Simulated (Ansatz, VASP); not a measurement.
Two plane-wave programs on SiO2

```
Si O
1.0
    -2.47324    2.47324    3.74777
     2.47324   -2.47324    3.74777
     2.47324    2.47324   -3.74777
Si O
2 4
Direct
  0.00000 0.00000 0.00000
  0.75000 0.25000 0.50000
  0.97317 0.62500 0.84817
  0.37500 0.22317 0.34817
  0.77683 0.12500 0.15183
  0.87500 0.02683 0.65183
```

Change from the starting cell: strain +0.000 along x and y, +0.025 along z, atoms carried along.

Alike in both runs: task single point; functional r2SCAN; k mesh 6 × 6 × 6; occupations gaussian, width 0.05 eV; no spin polarisation.

```csv
,VASP,Ansatz
version,VASP 6.6.1,Ansatz 0.2.0
potentials or method,"VASP PAW PBE potentials, release 64 (Si, O), cutoff 520 eV","scalar-relativistic, plane waves, PAW"
valence electrons in the cell,32,32
```

|  | VASP | Ansatz | Ansatz less VASP |
| --- | --- | --- | --- |
| gap on the k mesh at the Fermi level (eV) | 6.40 | 6.40 | +0.002 |
| least direct gap on the mesh (eV) | 6.40 | 6.40 | +0.002 |
| pressure (GPa) | -3.9 | -4.0 | -0.15 |
| traceless stress, the component that is largest in VASP (GPa) | -0.99 | -1.03 | -0.036 |
| rms of the force components (eV/Å) | 0.115 | 0.115 | +0.0002 |

VASP's potentials were made for PBE, not for r2SCAN. Atom by atom the forces differ by 0.000 eV/Å (rms over components). The functional is the same, so the differences come from potentials, cutoffs and numerics.
